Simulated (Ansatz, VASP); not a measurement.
MoS2: VASP beside Ansatz

INCAR

```
SYSTEM = MoS2
PREC = Accurate
ENCUT = 600
EDIFF = 1E-6
ISMEAR = 0
SIGMA = 0.02
LREAL = .False.
LASPH = .True.
NELM = 100
ALGO = Normal
ISIF = 3
LWAVE = .False.
LCHARG = .False.
GGA = PS
IBRION = 2
NSW = 100
EDIFFG = -0.005
```

Contents of KPOINTS:

```
Automatic mesh
0
Gamma
  12 12 2
  0 0 0
```

The input POSCAR:

```
MoS2
1.0
    3.1413883816      0.0000000028      0.0000000000
   -1.5706941933      2.7205221402      0.0000000000
    0.0000000000      0.0000000000     12.5850876774
Mo S
2 4
Direct
    0.6666666667      0.3333333333      0.2500000000
    0.3333333333      0.6666666667      0.7500000000
    0.6666666667      0.3333333333      0.6261196756
    0.3333333333      0.6666666667      0.3738803244
    0.6666666667      0.3333333333      0.8738803244
    0.3333333333      0.6666666667      0.1261196756
```

Input for Ansatz:

```yaml
crystal:
  lattice:
    - [3.1413883816, 2.8e-09, 0.0]
    - [-1.5706941933, 2.7205221402, 0.0]
    - [0.0, 0.0, 12.5850876774]
  atoms:
    - { symbol: Mo, position: [0.6666666667, 0.3333333333, 0.25] }
    - { symbol: Mo, position: [0.3333333333, 0.6666666667, 0.75] }
    - { symbol: S, position: [0.6666666667, 0.3333333333, 0.6261196756] }
    - { symbol: S, position: [0.3333333333, 0.6666666667, 0.3738803244] }
    - { symbol: S, position: [0.6666666667, 0.3333333333, 0.8738803244] }
    - { symbol: S, position: [0.3333333333, 0.6666666667, 0.1261196756] }
basis:
  ecutwfc: 420
kpoints:
  mp_grid: { grid: [12, 12, 2] }
hamiltonian:
  xc: pbesol
scf:
  occupations: { method: gaussian, width: 0.02 }
output:
  forces: true
  stress: true
  eigenvalues: true
relax:
  adjacent_minimum: "off"
  f_tol: 0.005
  max_steps: 80
  cell: { stress_tol: 0.05 }
```

Alike in both runs: task relaxation of cell and atoms; functional PBEsol; k mesh 12 × 12 × 2; occupations gaussian, width 0.02 eV; no spin polarisation.

|  | VASP | Ansatz |
| --- | --- | --- |
| version | VASP 6.6.1 | Ansatz 0.2.0 |
| potentials or method | VASP PAW PBE potentials, release 64 (Mo_sv, S), cutoff 600 eV | scalar-relativistic, plane waves, PAW |
| valence electrons in the cell | 52 | 52 |

```tsv
	VASP	Ansatz	Ansatz less VASP
gap on the k mesh at the Fermi level, each at its own relaxed structure (eV)	1.00	0.98	-0.014
relaxed volume (Å³/atom)	17.92	17.93	+0.002
relaxed length of the cell vector where the two differ most in proportion (Å)	12.584	12.585	+0.0010
```

VASP's potentials were made for PBE, not for PBEsol.
